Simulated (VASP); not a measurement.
Crystal: Be.

```
Be
1.0
     2.17047    0.00000    0.00000
    -0.72349    2.04634    0.00000
    -0.72349   -1.02317    1.77218
Be
1
Direct
  0.00000 0.00000 0.00000
```

| Quantity | Value |
| --- | --- |
| Program | VASP 6.6.1 |
| Task | relaxation of cell and atoms |
| Functional | BLYP |
| Dispersion | D3(BJ) |
| Potentials or basis | VASP PAW PBE potentials, release 64 (Be) |
| Cutoff | 600 eV |
| k mesh | 16 × 16 × 16 |
| Occupations | methfessel-paxton, width 0.1 eV |
| Spin | no spin polarisation |

At the start: pressure -16.4 GPa; volume 7.87 Å³/atom.

**Question.** Where does the relaxation end?

**Answer.** Over 5 steps the energy falls by 59.3 meV/atom and the volume is 6.83 Å³/atom (-13.3 %); space group Im-3m (No. 229, to 0.05 Å).

The path:
| step | energy change (eV) | largest force (eV/Å) | pressure (GPa) | volume (Å³) |
| --- | --- | --- | --- | --- |
| 1 | 0.0000 | 0.0000 | -16.39 | 7.87 |
| 2 | -0.0576 | 0.0000 | -3.30 | 6.99 |
| 3 | -0.0593 | 0.0000 | -0.21 | 6.84 |
| 4 | -0.0593 | 0.0000 | 0.22 | 6.82 |
| 5 | -0.0593 | 0.0000 | 0.00 | 6.83 |

Final structure:
```xyz
1
Lattice="2.0699 0.0000 0.0000 -0.6900 1.9515 0.0000 -0.6900 -0.9758 1.6901" Properties=species:S:1:pos:R:3 pbc="T T T"
Be   -0.6900   -0.9758    1.6901
```

Caveat: the PAW data sets were made with another functional, which shifts forces and pressure a little; pairwise dispersion overbinds metals, which lowers pressure and volume.
